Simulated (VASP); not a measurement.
# SiC (Imm2) in VASP: a series of runs

The runs below take SiC through single point, with PBEsol.

All numbers are computed with VASP 6.6.1; they aren't measurements. Logs are shortened: lines on timing, memory, paths and dates and some standing lists are left out, and cuts for length are marked.

### 1 The cell of the first run

Symmetry: Imm2, No. 44, orthorhombic system. Conventional cell: a = 3.158 Å, b = 3.158 Å, c = 4.466 Å, α = 90.00°, β = 90.00°, γ = 90.00°. Si (site symmetry mm2) has 4 C at 1.88 to 1.99 Å within 2.5 Å. Within 2.5 Å of C (site symmetry mm2) lie 4 Si at 1.88 to 1.99 Å.

### 2 Single point, PBEsol

INCAR

```
PREC = Accurate ; ENCUT = 520
EDIFF = 1E-6 ; ISMEAR = 0
SIGMA = 0.05 ; LREAL = False
LASPH = True ; NELM = 80
ALGO = Normal ; ISIF = 2
LWAVE = False ; LCHARG = False
GGA = PS ; NBANDS = 11
```

KPOINTS

```
regular mesh
0
Gamma
  10 10 10
```

POSCAR

```
SiC
1.0
    0.0000000000      2.2328493244      2.2328493244
    2.2328493244      0.0000000000      2.2328493244
    2.2328493244      2.2328493244      0.0000000000
Si C
1 1
Direct
    0.0058896629     -0.0058896629      0.0058896629
    0.7362283587      0.7637716413      0.7362283587
```

Potentials or basis: VASP PAW PBE potentials, release 64 (Si, C).

The run is started by

```
$ cat potpaw_PBE.64/Si/POTCAR potpaw_PBE.64/C/POTCAR > POTCAR
$ mpirun -np 1 vasp_std > vasp.out
```

OUTCAR:

```text
PREC = Accurate
   ENCUT = 520
   EDIFF = 1E-6
   ISMEAR = 0
   LREAL = False
   LASPH = True
   NELM = 80
   ISIF = 2
   GGA = PS

 ion  position               nearest neighbor table
   1  0.006  0.994  0.006-   2 1.88   2 1.88   2 1.99   2 1.99
   2  0.736  0.764  0.736-   1 1.88   1 1.88   1 1.99   1 1.99

  LATTYP: Found a face centered cubic cell.
 ALAT       =     4.4656986488

  Lattice vectors:

 A1 = (   0.0000000000,   2.2328493244,   2.2328493244)
 A2 = (   2.2328493244,   0.0000000000,   2.2328493244)
 A3 = (   2.2328493244,   2.2328493244,   0.0000000000)

Analysis of symmetry for initial positions (statically):
=====================================================================
 Subroutine PRICEL returns:
 Original cell was already a primitive cell.

 Routine SETGRP: Setting up the symmetry group for a
 face centered cubic supercell.

 Subroutine GETGRP returns: Found  4 space group operations
 (whereof  4 operations were pure point group operations)
 out of a pool of 48 trial point group operations.

The static configuration has the point symmetry C_2v.

Analysis of symmetry for dynamics (positions and initial velocities):
=====================================================================
 Subroutine PRICEL returns:
 Original cell was already a primitive cell.

 Routine SETGRP: Setting up the symmetry group for a
 face centered cubic supercell.

 Subroutine GETGRP returns: Found  4 space group operations
 (whereof  4 operations were pure point group operations)
 out of a pool of 48 trial point group operations.

The dynamic configuration has the point symmetry C_2v.

 Subroutine INISYM returns: Found  4 space group operations
 (whereof  4 operations are pure point group operations),
 and found     1 'primitive' translations

----------------------------------------------------------------------------------------

                                     Primitive cell

  volume of cell :      22.2643

  direct lattice vectors                    reciprocal lattice vectors
     0.000000000  2.232849324  2.232849324    -0.223929127  0.223929127  0.223929127
     2.232849324  0.000000000  2.232849324     0.223929127 -0.223929127  0.223929127
     2.232849324  2.232849324  0.000000000     0.223929127  0.223929127 -0.223929127

  length of vectors
     3.157725797  3.157725797  3.157725797     0.387856625  0.387856625  0.387856625

  position of ions in fractional coordinates (direct lattice)
     0.005889663  0.994110337  0.005889663
     0.736228359  0.763771641  0.736228359

  ion indices of the primitive-cell ions
   primitive index   ion index
                 1           1
                 2           2

----------------------------------------------------------------------------------------

 KPOINTS: regular mesh

Automatic generation of k-mesh.
 Grid dimensions read from file:
 generate k-points for:   10   10   10

 Generating k-lattice:

  Cartesian coordinates                     Fractional coordinates (reciprocal lattice)
    -0.022392913  0.022392913  0.022392913     0.100000000  0.000000000  0.000000000
     0.022392913 -0.022392913  0.022392913     0.000000000  0.100000000  0.000000000
     0.022392913  0.022392913 -0.022392913     0.000000000  0.000000000  0.100000000

  Length of vectors
     0.038785663  0.038785663  0.038785663

  Shift w.r.t. Gamma in fractional coordinates (k-lattice)
     0.000000000  0.000000000  0.000000000

 Subroutine IBZKPT returns following result:
 ===========================================

 Found    171 irreducible k-points:

 Following reciprocal coordinates:
            Coordinates               Weight
  0.000000  0.000000  0.000000      1.000000
  0.100000  0.000000  0.000000      4.000000
  0.000000  0.100000  0.000000      4.000000
  0.200000  0.000000  0.000000      4.000000
  0.000000  0.200000  0.000000      4.000000
  0.300000  0.000000  0.000000      4.000000
[... 16 lines left out ...]
  0.000000  0.400000  0.100000      8.000000
  0.100000  0.000000  0.400000      4.000000
 [... further k-points ...]
   k-points           NKPTS =    171   k-points in BZ     NKDIM =    171   number of bands    NBANDS=     11
   number of dos      NEDOS =    301   number of ions     NIONS =      2
   total plane-waves  NPLWV =  13824
   dimension x,y,z NGX =    24 NGY =   24 NGZ =   24
   dimension x,y,z NGXF=    48 NGYF=   48 NGZF=   48
   ions per type =               1   1
   NGX,Y,Z   is equivalent  to a cutoff of  12.64, 12.64, 12.64 a.u.
   NGXF,Y,Z  is equivalent  to a cutoff of  25.27, 25.27, 25.27 a.u.
 SYSTEM =  unknown system
   PREC   = accura    normal or accurate (medium, high low for compatibility)
   ISTART =      0    job   : 0-new  1-cont  2-samecut
   ICHARG =      2    charge: 1-file 2-atom 10-const
   ISPIN  =      1    spin polarized calculation?
   LNONCOLLINEAR =      F non collinear calculations
   LSORBIT =      F    spin-orbit coupling
   LASPH  =      T    aspherical Exc in radial PAW
   ENCUT  =  520.0 eV  38.22 Ry    6.18 a.u.   5.87  5.87  5.87*2*pi/ulx,y,z
   NELM   =     80;   NELMIN=  2; NELMDL= -5     # of ELM steps
   EDIFF  = 0.1E-05   stopping-criterion for ELM
   LREAL  =      F    real-space projection
   EDIFFG = 0.1E-04   stopping-criterion for IOM
   NSW    =      0    number of steps for IOM
   IBRION =     -1    ionic relax: 0-MD 1-quasi-New 2-CG
   NFREE  =      0    steps in history (QN), initial steepest desc. (CG)
   ISIF   =      2    stress and relaxation
   ISYM   =      2    0-nonsym 1-usesym 2-fastsym
   POTIM  = 0.5000    time-step for ionic-motion
   TEBEG  =    0.0;   TEEND  =   0.0 temperature during run
   PSTRESS=    0.0 pullay stress
   NELECT =       8.0000    total number of electrons
   NUPDOWN=      -1.0000    fix difference up-down
   EMIN   =  10.00;   EMAX   =-10.00  energy-range for DOS
   EFERMI =   0.00;   METHOD = LEGACY
   ISMEAR =     0;   SIGMA  =   0.05  broadening in eV -4-tet -1-fermi 0-gaus
   EFERMI_NEDOS =   21; number of points for ismear=-14 and -15
   IALGO  =     38    algorithm
   IMIX   =      4    mixing-type and parameters
     AMIX     =   0.40;   BMIX     =  1.00
     AMIX_MAG =   1.60;   BMIX_MAG =  1.00
  volume/ion in A,a.u.               =      11.13        75.12
  Fermi-wavevector in a.u.,A,eV,Ry     =   1.163864  2.199383 18.430158  1.354578
  Thomas-Fermi vector in A             =   2.300408
   LORBIT       =      0    0 simple, 1 ext, 2 COOP (PROOUT), +10 PAW based schemes
   GGA     = PS    functional components
   LHFCALC =     F    Hartree Fock is set to
   AEXX    =    0.0000 exact exchange contribution
   IVDW    =     0    specifies the selected vdW correction
   LEPSILON=     F    determine dielectric tensor
   LRPA    =     F    only Hartree local field effects (RPA)
 non-spin polarized calculation
 Gauss-broadening in eV      SIGMA  =   0.05
  energy-cutoff  :      520.00
  volume of cell :       22.26
 maximum number of plane-waves:       612
   NGX = 11   NGY = 11   NGZ = 11

 number of electron       8.0000000 magnetization

 Free energy of the ion-electron system (eV)
  ---------------------------------------------------
  ext. energy  EPLUGINS =         0.00000000
  ---------------------------------------------------
  free energy    TOTEN  =       -15.78141622 eV

  energy without entropy =      -15.78141622  energy(sigma->0) =      -15.78141622

 E-fermi :   7.8919     XC(G=0): -11.1924

 val. band max:        7.6343629989   @ k =   0.0000   0.0000   0.0000
 cond. band min:       8.5291644766   @ k =   0.5000   0.5000   0.0000
 fundamental gap:      0.8948014777
 Fermi energy:         7.8918656005

 k-point     1 :       0.0000    0.0000    0.0000
  band No.  band energies     occupation
      1      -7.6110      2.00000
      2       6.8236      2.00000
      3       7.2689      2.00000
      4       7.6344      2.00000
      5      12.5689      0.00000
      6      13.8539      0.00000
      7      13.9993      0.00000
      8      14.2234      0.00000
      9      21.2738      0.00000
     10      21.2796      0.00000
     11      22.3872      0.00000

 k-point     2 :       0.1000    0.0000    0.0000
  band No.  band energies     occupation
      1      -7.4250      2.00000
      2       5.9723      2.00000
      3       7.0271      2.00000
      4       7.4912      2.00000
      5      12.9004      0.00000
      6      14.0855      0.00000
      7      14.1316      0.00000
      8      14.5254      0.00000
      9      20.2707      0.00000
     10      20.3305      0.00000
     11      22.6602      0.00000

 k-point     3 :       0.0000    0.1000    0.0000
  band No.  band energies     occupation
      1      -7.4272      2.00000
      2       6.4169      2.00000
      3       6.7031      2.00000
      4       7.3062      2.00000
      5      12.9317      0.00000
      6      13.9803      0.00000
      7      14.2786      0.00000
      8      14.4552      0.00000
      9      20.4399      0.00000
     10      20.4424      0.00000
     11      22.5363      0.00000

 k-point     4 :       0.2000    0.0000    0.0000
  band No.  band energies     occupation
      1      -6.8753      2.00000
      2       3.9953      2.00000
      3       6.6837      2.00000
      4       7.1691      2.00000
      5      12.7431      0.00000
      6      14.4281      0.00000
      7      14.8335      0.00000
      8      15.3359      0.00000
      9      19.5425      0.00000
     10      19.6297      0.00000
     11      21.9522      0.00000
[... 239 lines left out ...]
 k-point    22 :       0.4000    0.1000    0.0000
  band No.  band energies     occupation
      1      -5.1197      2.00000
      2       0.5549      2.00000
      3       5.7337      2.00000
      4       6.1675      2.00000
      5      12.3286      0.00000
      6      13.8653      0.00000
      7      15.3696      0.00000
      8      16.6389      0.00000
      9      19.9316      0.00000
     10      22.7062      0.00000
     11      23.0076      0.00000

 k-point    23 :       0.0000    0.4000    0.1000
  band No.  band energies     occupation
      1      -5.1816      2.00000
      2       0.8783      2.00000
      3       5.4801      2.00000
      4       6.0535      2.00000
      5      12.2965      0.00000
      6      13.9370      0.00000
      7      14.9140      0.00000
      8      16.6722      0.00000
      9      20.2563      0.00000
     10      22.7058      0.00000
     11      23.2973      0.00000

 k-point    24 :       0.1000    0.0000    0.4000
  band No.  band energies     occupation
      1      -5.1262      2.00000
      2       0.5913      2.00000
      3       5.6563      2.00000
      4       6.1833      2.00000
      5      12.4202      0.00000
      6      14.1485      0.00000
      7      14.8986      0.00000
      8      16.5838      0.00000
      9      20.0292      0.00000
     10      22.8596      0.00000
     11      23.0587      0.00000

 [... further k-points ...]
[... 5 lines left out ...]
  --------------------------------------------------------------------------------------
  -------------------------------------------------------------------------------------
  Total       -1.7877970     -1.9202087     -1.7877970      0.0000000      0.0000000     -0.4366955
  in kB     -128.6531819   -138.1817731   -128.6531819      0.0000000      0.0000000    -31.4254193
  external PRESSURE =    -131.8293790 kB  Pullay stress =       0.0000000 kB

 VOLUME and BASIS-vectors are now :
 -----------------------------------------------------------------------------
  energy-cutoff  :      520.00
  volume of cell :       22.26
      direct lattice vectors                 reciprocal lattice vectors
     0.000000000  2.232849324  2.232849324    -0.223929127  0.223929127  0.223929127
     2.232849324  0.000000000  2.232849324     0.223929127 -0.223929127  0.223929127
     2.232849324  2.232849324  0.000000000     0.223929127  0.223929127 -0.223929127

 POSITION                                       TOTAL-FORCE (eV/Angst)
 -----------------------------------------------------------------------------------
      2.23285      0.02630      2.23285         0.000000     -1.412788      0.000000
      3.34927      3.28777      3.34927         0.000000      1.412788      0.000000
 -----------------------------------------------------------------------------------
    total drift:                               -0.000000      0.000117     -0.000000

  FREE ENERGIE OF THE ION-ELECTRON SYSTEM (eV)
  ---------------------------------------------------
  free  energy   TOTEN  =       -15.7814162202 eV

  energy  without entropy=      -15.7814162202  energy(sigma->0) =      -15.78141622
```

It took 21 s on 1 thread of Intel Xeon 8259CL, shared host; peak memory 0.16 GiB.

What came out:

```yaml
Free_energy: -15.7814 eV
Pressure: -13.2 GPa
Largest_force: 1.413 eV/Å
Band_gap_on_the_k_mesh: 0.89 eV, indirect (least direct gap 4.15 eV)
```

Forces on the atoms (eV/Å):
```
Si   0.000 -1.413  0.000
C    0.000  1.413  0.000
```

Stress tensor (GPa, compression positive):
```
-12.87   0.00  -3.14
  0.00 -13.82   0.00
 -3.14   0.00 -12.87
```

Levels at points of the mesh, in eV from the valence-band top:
| k point | band 1 | band 2 | band 3 | band 4 | band 5 | band 6 | band 7 | band 8 |
| --- | --- | --- | --- | --- | --- | --- | --- | --- |
| (0.00, 0.00, 0.00) | -15.25 | -0.81 | -0.37 | 0.00 | 4.93 | 6.22 | 6.36 | 6.59 |
| (0.50, 0.00, 0.00) | -11.83 | -8.77 | -1.59 | -1.09 | 4.34 | 6.21 | 6.90 | 9.11 |
| (0.00, 0.50, 0.00) | -11.99 | -8.40 | -1.78 | -1.21 | 4.30 | 6.06 | 6.72 | 9.13 |
| (0.50, 0.50, 0.00) | -10.53 | -8.01 | -3.43 | -3.42 | 0.89 | 3.53 | 12.73 | 12.78 |
| (0.50, 0.00, 0.50) | -10.54 | -7.96 | -3.68 | -3.25 | 0.90 | 3.59 | 12.70 | 12.77 |

Caveat: the PAW data sets were made with another functional, which shifts forces and pressure a little. Expect the measured gap to be larger: semilocal functionals such as PBEsol lack the derivative discontinuity.

### 3 Single point, PBEsol

INCAR

```
SYSTEM = SiC
  PREC = Accurate
  ENCUT = 520
  EDIFF = 1E-6
  ISMEAR = 0
  SIGMA = 0.05
  LREAL = .False.
  LASPH = .True.
  NELM = 60
  ALGO = Normal
  ISIF = 2
  LWAVE = .False.
  LCHARG = .False.
  GGA = PS
  NBANDS = 11
```

KPOINTS

```
regular mesh
0
Gamma
  10 10 10
  0 0 0
```

POSCAR

```
SiC
1.0
    0.0000000000      2.2328493244      2.2328493244
    2.2328493244      0.0000000000      2.2328493244
    2.2328493244      2.2328493244      0.0000000000
Si C
1 1
Direct
    0.0011779326     -0.0011779326      0.0011779326
    0.7472456717      0.7527543283      0.7472456717
```

Potentials or basis: VASP PAW PBE potentials, release 64 (Si, C).

The run is started by

```
$ cat potpaw_PBE.64/Si/POTCAR potpaw_PBE.64/C/POTCAR > POTCAR
$ mpirun -np 1 vasp_std > vasp.out
```

OUTCAR:

```text
SYSTEM = SiC
   PREC = Accurate
   ENCUT = 520
   EDIFF = 1E-6
   ISMEAR = 0
   LREAL = .False.
   LASPH = .True.
   NELM = 60
   ISIF = 2
   GGA = PS

 ion  position               nearest neighbor table
   1  0.001  0.999  0.001-   2 1.92   2 1.92   2 1.94   2 1.94
   2  0.747  0.753  0.747-   1 1.92   1 1.92   1 1.94   1 1.94

  LATTYP: Found a face centered cubic cell.
 ALAT       =     4.4656986488

  Lattice vectors:

 A1 = (   0.0000000000,   2.2328493244,   2.2328493244)
 A2 = (   2.2328493244,   0.0000000000,   2.2328493244)
 A3 = (   2.2328493244,   2.2328493244,   0.0000000000)
[... 512 lines left out ...]
      7      15.0511      0.00000
      8      16.6463      0.00000
      9      20.0804      0.00000
     10      22.8872      0.00000
     11      23.0005      0.00000

 [... further k-points ...]
[... 5 lines left out ...]
  --------------------------------------------------------------------------------------
  -------------------------------------------------------------------------------------
  Total       -1.9255626     -1.9308490     -1.9255626      0.0000000      0.0000000     -0.0864589
  in kB     -138.5670512   -138.9474676   -138.5670512      0.0000000      0.0000000     -6.2217407
  external PRESSURE =    -138.6938567 kB  Pullay stress =       0.0000000 kB

 VOLUME and BASIS-vectors are now :
 -----------------------------------------------------------------------------
  energy-cutoff  :      520.00
  volume of cell :       22.26
      direct lattice vectors                 reciprocal lattice vectors
     0.000000000  2.232849324  2.232849324    -0.223929127  0.223929127  0.223929127
     2.232849324  0.000000000  2.232849324     0.223929127 -0.223929127  0.223929127
     2.232849324  2.232849324  0.000000000     0.223929127  0.223929127 -0.223929127

 POSITION                                       TOTAL-FORCE (eV/Angst)
 -----------------------------------------------------------------------------------
      2.23285      0.00526      2.23285        -0.000000     -0.285206     -0.000000
      3.34927      3.33697      3.34927         0.000000      0.285206      0.000000
 -----------------------------------------------------------------------------------
    total drift:                               -0.000000      0.000042     -0.000000

  FREE ENERGIE OF THE ION-ELECTRON SYSTEM (eV)
  ---------------------------------------------------
  free  energy   TOTEN  =       -15.8412291622 eV

  energy  without entropy=      -15.8412291622  energy(sigma->0) =      -15.84122916
```

stdout:

```text
POSCAR found type information on POSCAR SiC
 POSCAR found :  2 types and       2 ions
 scaLAPACK will be used
 -----------------------------------------------------------------------------
|                                                                             |
|                                                                             |
|     You enforced a specific xc type in the INCAR file but a different       |
|     I HOPE YOU KNOW WHAT YOU ARE DOING!                                     |
|                                                                             |
 -----------------------------------------------------------------------------

 LDA part: xc-table for (Slater+PW92), standard interpolation
 POSCAR, INCAR and KPOINTS ok, starting setup
 FFT: planning ... GRIDC
 FFT: planning ... GRID_SOFT
 FFT: planning ... GRID
 WAVECAR not read
 entering main loop
```

Wall time 23 s (1 thread of Intel Xeon 8259CL, shared host); peak memory 0.16 GiB.

Results:

```yaml
Free_energy: -15.8412 eV
Pressure: -13.9 GPa
Largest_force: 0.285 eV/Å
Band_gap_on_the_k_mesh: 1.21 eV, indirect (least direct gap 4.32 eV)
```

Forces in eV/Å, atoms in the order of the input:
```
Si   0.000 -0.285  0.000
C    0.000  0.285  0.000
```

Caveat: the PAW data sets were made with another functional, which shifts forces and pressure a little. A k mesh can miss the band edges.

### 4 Single point, PBEsol

INCAR

```
PREC = Accurate
ENCUT = 520
EDIFF = 1E-7
ISMEAR = 0
SIGMA = 0.05
LREAL = F
LASPH = T
NELM = 80
ALGO = Normal
ISIF = 2
LWAVE = F
LCHARG = F
GGA = PS
NBANDS = 11
```

KPOINTS

```
Automatic mesh
0
Gamma
  10 10 10
```

POSCAR

```
SiC
1.0
    0.0000000000      2.2328493244      2.2328493244
    2.2328493244      0.0000000000      2.2328493244
    2.2328493244      2.2328493244      0.0000000000
Si C
1 1
Direct
    0.0035337978     -0.0035337978      0.0035337978
    0.7417370152      0.7582629848      0.7417370152
```

The run is started by

```
$ cat potpaw_PBE.64/Si/POTCAR potpaw_PBE.64/C/POTCAR > POTCAR
$ mpirun -np 1 vasp_std > vasp.out
```

It took 38 s on 1 thread of Intel Xeon 8259CL, shared host; peak memory 0.16 GiB.

Results (log left out):

* Free energy: -15.8212 eV
* Pressure: -13.6 GPa
* Largest force: 0.853 eV/Å
* Band gap on the k mesh: 1.05 eV, indirect (least direct gap 4.24 eV)

Forces in eV/Å, atoms in the order of the input:
```
Si   0.000 -0.853  0.000
C    0.000  0.853  0.000
```

Stress tensor (GPa, compression positive):
```
-13.53   0.00  -1.87
  0.00 -13.87   0.00
 -1.87   0.00 -13.53
```

Levels at points of the mesh, in eV from the valence-band top:
```csv
k point,band 2,band 3,band 4,band 5,band 6,band 7
"(0.00, 0.00, 0.00)",-0.49,-0.23,0.00,5.10,6.42,6.52
"(0.50, 0.00, 0.00)",-8.55,-1.38,-1.07,4.49,6.46,6.87
"(0.00, 0.50, 0.00)",-8.33,-1.49,-1.15,4.47,6.36,6.77
"(0.50, 0.50, 0.00)",-7.85,-3.30,-3.29,1.05,3.70,12.88
"(0.50, 0.00, 0.50)",-7.83,-3.44,-3.18,1.05,3.72,12.86
```

Caveat: the PAW data sets were made with another functional, which shifts forces and pressure a little.

(Continued in part 2 of 2.)
